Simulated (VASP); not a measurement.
A run of VASP 6.6.1 is set up as follows.

POSCAR

```
KTaO3
1.0
    3.8305258589      0.0000000000      0.0000000000
    0.0000000000      3.8305258589      0.0000000000
    0.0000000000      0.0000000000      4.0535829865
K Ta O
1 1 3
Direct
    0.0000000000      0.0000000000      0.0000000000
    0.5000000000      0.5000000000      0.5000000000
    0.5000000000      0.5000000000      0.0000000000
    0.5000000000      0.0000000000      0.5000000000
    0.0000000000      0.5000000000      0.5000000000
```

INCAR.step1

```
SYSTEM = KTaO3
PREC     = Accurate       ! precision mode
ENCUT    = 520            ! plane-wave cutoff, eV
EDIFF    = 1E-5           ! SCF threshold, eV
ISMEAR   = 0              ! smearing method
SIGMA    = 0.01           ! smearing width, eV
LREAL    = .False.        ! projectors in reciprocal space
LASPH    = .True.         ! aspherical terms in the spheres
NELM     = 60             ! most SCF steps
ALGO     = Normal         ! electronic algorithm
ISIF     = 2              ! what is computed and relaxed
LWAVE    = .True.         ! write WAVECAR
LCHARG   = .False.        ! write CHGCAR
GGA      = PE             ! functional
NBANDS   = 27             ! bands
```

The input INCAR.step2:

```
SYSTEM = KTaO3
PREC     = Accurate       ! precision mode
ENCUT    = 520            ! plane-wave cutoff, eV
EDIFF    = 1E-7           ! SCF threshold, eV
ISMEAR   = 0              ! smearing method
SIGMA    = 0.01           ! smearing width, eV
LREAL    = .False.        ! projectors in reciprocal space
LASPH    = .True.         ! aspherical terms in the spheres
NELM     = 60             ! most SCF steps
ALGO     = Normal         ! electronic algorithm
ISIF     = 2              ! what is computed and relaxed
LWAVE    = .False.        ! write WAVECAR
LCHARG   = .False.        ! write CHGCAR
GGA      = PE             ! functional
LHFCALC  = .True.         ! exact exchange
HFSCREEN = 0.2079         ! screening, 1/A
PRECFOCK = Fast         
ISTART   = 1            
NBANDS   = 27             ! bands
```

KPOINTS

```
Automatic mesh
0
Gamma
  4 4 4
  0 0 0
```

Potentials or basis: VASP PAW PBE potentials, release 64 (K_sv, Ta_pv, O).

Command:

```console
$ cat potpaw_PBE.64/K_sv/POTCAR potpaw_PBE.64/Ta_pv/POTCAR potpaw_PBE.64/O/POTCAR > POTCAR
$ cp INCAR.step1 INCAR
$ mpirun -np 1 vasp_std > vasp.out
$ cp INCAR.step2 INCAR
$ mpirun -np 1 vasp_std > vasp.out
```

(1) What does it give for the pressure?

(2) Predict the band gap on the k mesh.

## Answers

(1) 17.3 GPa.

(2) 3.58 eV (least direct gap 4.18 eV).

Caveat: the cell differs from its parent crystal (epitaxial xy strain -4.0%); the cell stands under pressure; the PAW data sets were made with another functional, which shifts forces and pressure a little; spin-orbit coupling is left out, which moves the levels of the heavy elements.
